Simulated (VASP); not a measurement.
# Zn (C2/m) in VASP: single point with PBEsol

Aim: the single point of Zn with PBEsol.

Everything below comes from runs of VASP 6.6.1. Logs are shortened: lines on timing, memory, paths and dates and some standing lists are left out, and cuts for length are marked.

**1. The cell of the first run**

Symmetry: C2/m, No. 12, monoclinic system. The conventional cell has a = 4.616 Å, b = 2.665 Å, c = 4.948 Å, α = 90.00°, β = 92.29°, γ = 90.00°. Within 3.5 Å of Zn (site symmetry m) lie 12 Zn at 2.66 to 2.97 Å.

**2. Single point, PBEsol (strain -0.0400 x Voigt [0, 0, 0, 1, 0, 0])**

File INCAR:

```
SYSTEM = Zn
ALGO = Fast ; EDIFF = 1E-7
ENCUT = 520 ; GGA = PS
ISIF = 2 ; ISMEAR = 0
LASPH = .True. ; LCHARG = .False.
LREAL = .False. ; LWAVE = .False.
NBANDS = 19 ; NELM = 100
PREC = Accurate ; SIGMA = 0.15
```

File KPOINTS:

```
k-points
0
Gamma
  24 24 10
  0 0 0
```

File POSCAR:

```
Zn
1.0
    2.6647980532      0.0000000000      0.0000000000
   -1.3323990266      2.3077828100     -0.0461556562
    0.0000000000     -0.0989340000      4.9467000000
Zn
2
Direct
    0.3333333333      0.6666666667      0.2500000000
    0.6666666667      0.3333333333      0.7500000000
```

Potentials or basis: VASP PAW PBE potentials, release 64 (Zn).

Launch:

```bash
$ cat potpaw_PBE.64/Zn/POTCAR > POTCAR
$ mpirun -np 1 vasp_std > vasp.out
```

OUTCAR:

```text
SYSTEM = Zn
   EDIFF = 1E-7
   ENCUT = 520
   GGA = PS
   ISIF = 2
   ISMEAR = 0
   LASPH = .True.
   LREAL = .False.
   NELM = 100
   PREC = Accurate

 ion  position               nearest neighbor table
   1  0.333  0.667  0.250-   2 2.86   2 2.89   2 2.89   2 2.94   2 2.94   2 2.97
   2  0.667  0.333  0.750-   1 2.86   1 2.89   1 2.89   1 2.94   1 2.94   1 2.97

  LATTYP: Found a base centered monoclinic cell.
 ALAT       =     4.6164886408
 B/A-ratio  =     0.5772348338
 C/A-ratio  =     1.0717429687
 COS(beta)  =    -0.0399840064

  Lattice vectors:

 A1 = (   1.3323990266,   2.3077828100,  -0.0461556562)
 A2 = (  -1.3323990266,   2.3077828100,  -0.0461556562)
 A3 = (   0.0000000000,  -0.0989340000,   4.9467000000)

Analysis of symmetry for initial positions (statically):
=====================================================================
 Subroutine PRICEL returns:
 Original cell was already a primitive cell.

 Routine SETGRP: Setting up the symmetry group for a
 base centered monoclinic supercell.

 Subroutine GETGRP returns: Found  4 space group operations
 (whereof  4 operations were pure point group operations)
 out of a pool of  4 trial point group operations.

The static configuration has the point symmetry C_2h.

Analysis of symmetry for dynamics (positions and initial velocities):
=====================================================================
 Subroutine PRICEL returns:
 Original cell was already a primitive cell.

 Routine SETGRP: Setting up the symmetry group for a
 base centered monoclinic supercell.

 Subroutine GETGRP returns: Found  4 space group operations
 (whereof  4 operations were pure point group operations)
 out of a pool of  4 trial point group operations.

The dynamic configuration has the point symmetry C_2h.

 Subroutine INISYM returns: Found  4 space group operations
 (whereof  4 operations are pure point group operations),
 and found     1 'primitive' translations

----------------------------------------------------------------------------------------

                                     Primitive cell

  volume of cell :      30.4089

  direct lattice vectors                    reciprocal lattice vectors
     2.664798053  0.000000000  0.000000000     0.375262958  0.216744868  0.004334897
    -1.332399027  2.307782810 -0.046155656     0.000000000  0.433489736  0.008669795
     0.000000000 -0.098934000  4.946700000     0.000000000  0.004044717  0.202235866

  length of vectors
     2.664798053  2.665197743  4.947689241     0.433381376  0.433576425  0.202276309

  position of ions in fractional coordinates (direct lattice)
     0.333333333  0.666666667  0.250000000
     0.666666667  0.333333333  0.750000000

  ion indices of the primitive-cell ions
   primitive index   ion index
                 1           1
                 2           2

----------------------------------------------------------------------------------------

 KPOINTS: k-points

Automatic generation of k-mesh.
 Grid dimensions read from file:
 generate k-points for:   24   24   10

 Generating k-lattice:

  Cartesian coordinates                     Fractional coordinates (reciprocal lattice)
     0.015635957  0.009031036  0.000180621     0.041666667  0.000000000  0.000000000
     0.000000000  0.018062072  0.000361241     0.000000000  0.041666667  0.000000000
     0.000000000  0.000404472  0.020223587     0.000000000  0.000000000  0.100000000

  Length of vectors
     0.018057557  0.018065684  0.020227631

  Shift w.r.t. Gamma in fractional coordinates (k-lattice)
     0.000000000  0.000000000  0.000000000

 Subroutine IBZKPT returns following result:
 ===========================================

 Found   1514 irreducible k-points:

 Following reciprocal coordinates:
            Coordinates               Weight
  0.000000  0.000000  0.000000      1.000000
  0.041667 -0.000000 -0.000000      4.000000
  0.083333  0.000000 -0.000000      4.000000
  0.125000 -0.000000  0.000000      4.000000
  0.166667  0.000000 -0.000000      4.000000
  0.208333 -0.000000 -0.000000      4.000000
[... 16 lines left out ...]
  0.375000  0.041667 -0.000000      4.000000
  0.416667  0.041667  0.000000      4.000000
 [... further k-points ...]
   k-points           NKPTS =   1514   k-points in BZ     NKDIM =   1514   number of bands    NBANDS=     19
   number of dos      NEDOS =    301   number of ions     NIONS =      2
   total plane-waves  NPLWV =  16000
   dimension x,y,z NGX =    20 NGY =   20 NGZ =   40
   dimension x,y,z NGXF=    40 NGYF=   40 NGZF=   80
   ions per type =               2
   NGX,Y,Z   is equivalent  to a cutoff of  12.48, 12.48, 13.44 a.u.
   NGXF,Y,Z  is equivalent  to a cutoff of  24.95, 24.95, 26.88 a.u.
 SYSTEM =  Zn
   PREC   = accura    normal or accurate (medium, high low for compatibility)
   ISTART =      0    job   : 0-new  1-cont  2-samecut
   ICHARG =      2    charge: 1-file 2-atom 10-const
   ISPIN  =      1    spin polarized calculation?
   LNONCOLLINEAR =      F non collinear calculations
   LSORBIT =      F    spin-orbit coupling
   LASPH  =      T    aspherical Exc in radial PAW
   ENCUT  =  520.0 eV  38.22 Ry    6.18 a.u.   4.95  4.96  9.20*2*pi/ulx,y,z
   NELM   =    100;   NELMIN=  2; NELMDL= -5     # of ELM steps
   EDIFF  = 0.1E-06   stopping-criterion for ELM
   LREAL  =      F    real-space projection
   EDIFFG = 0.1E-05   stopping-criterion for IOM
   NSW    =      0    number of steps for IOM
   IBRION =     -1    ionic relax: 0-MD 1-quasi-New 2-CG
   NFREE  =      0    steps in history (QN), initial steepest desc. (CG)
   ISIF   =      2    stress and relaxation
   ISYM   =      2    0-nonsym 1-usesym 2-fastsym
   POTIM  = 0.5000    time-step for ionic-motion
   TEBEG  =    0.0;   TEEND  =   0.0 temperature during run
   PSTRESS=    0.0 pullay stress
   NELECT =      24.0000    total number of electrons
   NUPDOWN=      -1.0000    fix difference up-down
   EMIN   =  10.00;   EMAX   =-10.00  energy-range for DOS
   EFERMI =   0.00;   METHOD = LEGACY
   ISMEAR =     0;   SIGMA  =   0.15  broadening in eV -4-tet -1-fermi 0-gaus
   EFERMI_NEDOS =   21; number of points for ismear=-14 and -15
   IALGO  =     68    algorithm
   IMIX   =      4    mixing-type and parameters
     AMIX     =   0.40;   BMIX     =  1.00
     AMIX_MAG =   1.60;   BMIX_MAG =  1.00
  volume/ion in A,a.u.               =      15.20       102.60
  Fermi-wavevector in a.u.,A,eV,Ry     =   1.512905  2.858975 31.142110  2.288880
  Thomas-Fermi vector in A             =   2.622767
   LORBIT       =      0    0 simple, 1 ext, 2 COOP (PROOUT), +10 PAW based schemes
   GGA     = PS    functional components
   LHFCALC =     F    Hartree Fock is set to
   AEXX    =    0.0000 exact exchange contribution
   IVDW    =     0    specifies the selected vdW correction
   LEPSILON=     F    determine dielectric tensor
   LRPA    =     F    only Hartree local field effects (RPA)
 non-spin polarized calculation
 RMM-DIIS sequential band-by-band and
 Gauss-broadening in eV      SIGMA  =   0.15
  energy-cutoff  :      520.00
  volume of cell :       30.41
 maximum number of plane-waves:       840
   NGX =  9   NGY =  9   NGZ = 19

 number of electron      24.0000008 magnetization

 Free energy of the ion-electron system (eV)
  ---------------------------------------------------
  ext. energy  EPLUGINS =         0.00000000
  ---------------------------------------------------
  free energy    TOTEN  =        -3.13566891 eV

  energy without entropy =       -3.13071759  energy(sigma->0) =       -3.13319325

 E-fermi :   2.9594     XC(G=0): -11.7020

 val. band max:        2.9496164107   @ k =   0.3333   0.3333  -0.0000
 cond. band min:       2.9603348321   @ k =  -0.4167   0.0833   0.0000
 fundamental gap:      0.0107184214
 Fermi energy:         2.9594378065

 k-point     1 :       0.0000    0.0000    0.0000
  band No.  band energies     occupation
      1      -7.4768      2.00000
      2      -5.6435      2.00000
      3      -4.9422      2.00000
      4      -4.7081      2.00000
      5      -4.7080      2.00000
      6      -4.6591      2.00000
[... 11 lines left out ...]
     18      21.9915      0.00000
     19      22.0396      0.00000

 k-point     2 :       0.0417   -0.0000   -0.0000
  band No.  band energies     occupation
      1      -7.4252      2.00000
      2      -5.6206      2.00000
      3      -4.9367      2.00000
      4      -4.7135      2.00000
      5      -4.6959      2.00000
      6      -4.6640      2.00000
[... 11 lines left out ...]
     18      21.3495      0.00000
     19      22.5460      0.00000

 k-point     3 :       0.0833    0.0000   -0.0000
  band No.  band energies     occupation
      1      -7.2713      2.00000
      2      -5.5551      2.00000
      3      -4.9221      2.00000
      4      -4.7274      2.00000
      5      -4.6789      2.00000
      6      -4.6599      2.00000
[... 11 lines left out ...]
     18      20.8848      0.00000
     19      22.7466      0.00000

 k-point     4 :       0.1250   -0.0000    0.0000
  band No.  band energies     occupation
      1      -7.0187      2.00000
      2      -5.4578      2.00000
      3      -4.9053      2.00000
      4      -4.7453      2.00000
      5      -4.6908      2.00000
      6      -4.6022      2.00000
[... 11 lines left out ...]
     18      20.2292      0.00000
     19      21.5237      0.00000

 k-point     5 :       0.1667    0.0000   -0.0000
  band No.  band energies     occupation
      1      -6.6760      2.00000
      2      -5.3498      2.00000
      3      -4.8928      2.00000
      4      -4.7674      2.00000
      5      -4.6707      2.00000
      6      -4.5680      2.00000
[... 11 lines left out ...]
     18      19.2564      0.00000
     19      20.2715      0.00000
[... 334 lines left out ...]
      2      -5.2628      2.00000
      3      -4.9915      2.00000
      4      -4.7369      2.00000
      5      -4.5996      2.00000
      6      -4.5732      2.00000
[... 11 lines left out ...]
     18      18.5788      0.00000
     19      18.7394      0.00000

 k-point    22 :       0.3333    0.0417   -0.0000
  band No.  band energies     occupation
      1      -5.3779      2.00000
      2      -5.2942      2.00000
      3      -5.0732      2.00000
      4      -4.6785      2.00000
      5      -4.6411      2.00000
      6      -4.5068      2.00000
[... 11 lines left out ...]
     18      18.2544      0.00000
     19      18.3495      0.00000

 k-point    23 :       0.3750    0.0417   -0.0000
  band No.  band energies     occupation
      1      -5.3929      2.00000
      2      -5.3167      2.00000
      3      -5.1343      2.00000
      4      -4.6790      2.00000
      5      -4.6317      2.00000
      6      -4.5211      2.00000
[... 11 lines left out ...]
     18      17.9296      0.00000
     19      18.1232      0.00000

 k-point    24 :       0.4167    0.0417    0.0000
  band No.  band energies     occupation
      1      -5.4162      2.00000
      2      -5.3341      2.00000
      3      -5.1749      2.00000
      4      -4.7041      2.00000
      5      -4.6087      2.00000
      6      -4.5228      2.00000
[... 11 lines left out ...]
     18      17.6998      0.00000
     19      17.9826      0.00000

 [... further k-points ...]

------------------------ aborting loop because EDIFF is reached ----------------------------------------

  FORCE on cell =-STRESS in cart. coord.  units (eV):
  Direction    XX          YY          ZZ          XY          YZ          ZX
  --------------------------------------------------------------------------------------
  -------------------------------------------------------------------------------------
  Total       -1.1101738     -1.0828946     -0.6008562      0.0000000      0.2466902      0.0000000
  in kB      -58.4925430    -57.0552612    -31.6577521      0.0000000     12.9975462      0.0000000
  external PRESSURE =     -49.0685188 kB  Pullay stress =       0.0000000 kB

 VOLUME and BASIS-vectors are now :
 -----------------------------------------------------------------------------
  energy-cutoff  :      520.00
  volume of cell :       30.41
      direct lattice vectors                 reciprocal lattice vectors
     2.664798053  0.000000000  0.000000000     0.375262958  0.216744868  0.004334897
    -1.332399027  2.307782810 -0.046155656     0.000000000  0.433489736  0.008669795
     0.000000000 -0.098934000  4.946700000     0.000000000  0.004044717  0.202235866

 POSITION                                       TOTAL-FORCE (eV/Angst)
 -----------------------------------------------------------------------------------
     -0.00000      1.51379      1.20590        -0.000000     -0.006695     -0.000435
      1.33240      0.69506      3.69464         0.000000      0.006695      0.000435
 -----------------------------------------------------------------------------------
    total drift:                                0.000000     -0.000000      0.000000

  FREE ENERGIE OF THE ION-ELECTRON SYSTEM (eV)
  ---------------------------------------------------
  free  energy   TOTEN  =        -3.1356689056 eV

  energy  without entropy=       -3.1307175861  energy(sigma->0) =       -3.13319325
```

Run time: 13 min. Hardware: 1 thread of Oxide Virtual Turin-like, shared host; peak memory 0.69 GiB.

Results:

```yaml
Free_energy: -3.1357 eV
Pressure: -4.9 GPa
Largest_force: 0.007 eV/Å
Band_gap_on_the_k_mesh: zero (bands 12 and 13 overlap by 4.46 eV)
```

Forces in eV/Å, atoms in the order of the input:
```
Zn   0.000 -0.007  0.000
Zn   0.000  0.007  0.000
```

Caveat: the cell differs from its parent crystal (strain -0.0400 x Voigt [0, 0, 0, 1, 0, 0]); the cell stands under tension; the PAW data sets were made with another functional, which shifts forces and pressure a little.
